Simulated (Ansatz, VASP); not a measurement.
**Two plane-wave programs on GaAs**

Contents of INCAR:

```
PREC = Accurate
ENCUT = 520
EDIFF = 1E-8
ISMEAR = -1
SIGMA = 0.05
LREAL = False
LASPH = True
NELM = 80
ALGO = Normal
ISIF = 2
LWAVE = False
LCHARG = False
LEFG = True
NBANDS = 16
```

Contents of KPOINTS:

```
regular mesh
0
Gamma
  11 11 11
```

File POSCAR:

```
GaAs
1.0
    0.0000000000      2.8268500000      2.7420445000
    2.8268500000      0.0000000000      2.7420445000
    2.8268500000      2.8268500000      0.0000000000
Ga As
1 1
Direct
    0.0000000000      0.0000000000      0.0000000000
    0.7500000000      0.7500000000      0.7500000000
```

Input for Ansatz:

```yaml
crystal:
  lattice:
    - [0.0, 2.82685, 2.7420445]
    - [2.82685, 0.0, 2.7420445]
    - [2.82685, 2.82685, 0.0]
  atoms:
    - { symbol: Ga, position: [0.0, 0.0, 0.0] }
    - { symbol: As, position: [0.75, 0.75, 0.75] }
kpoints:
  mp_grid: { grid: [11, 11, 11] }
scf:
  occupations: { method: fermi_dirac, width: 0.05 }
hamiltonian:
  xc: lda
  pseudopotentials: { kind: paw }
output:
  forces: true
  stress: true
  eigenvalues: true
  efg: { contact_densities: true }
```

Change from the starting cell: zz strain of -3 %, PAW files.

Alike in both runs: task electric field gradients; functional LDA; k mesh 11 × 11 × 11; occupations fermi-dirac, width 0.05 eV; no spin polarisation.

```csv
,VASP,Ansatz
version,VASP 6.6.1,Ansatz 0.2.0
potentials or method,"VASP PAW LDA potentials, release 64 (Ga_d, As)","PAW with Ansatz's default frozen-core files, scalar-relativistic"
plane-wave cutoff (eV),520,420
valence electrons in the cell,18,28
```

Ansatz gave:

- pressure (GPa): 0.2
- traceless stress, the component that is largest in VASP (GPa): 1.22
- size of Vzz on the site where it differs most (V/Å²): 5.7

**Question.** Estimate VASP's values.

**Answer.** Pressure (GPa): 0.6; traceless stress, the component that is largest in VASP (GPa): 1.22; size of Vzz on the site where it differs most (V/Å²): 5.1.

LDA's correlation is that of Perdew and Zunger in VASP and of Perdew and Wang (1992) in Ansatz. VASP's potentials hold 18 valence electrons a cell and Ansatz's 28, so a difference there can come from the potentials and not from the codes.
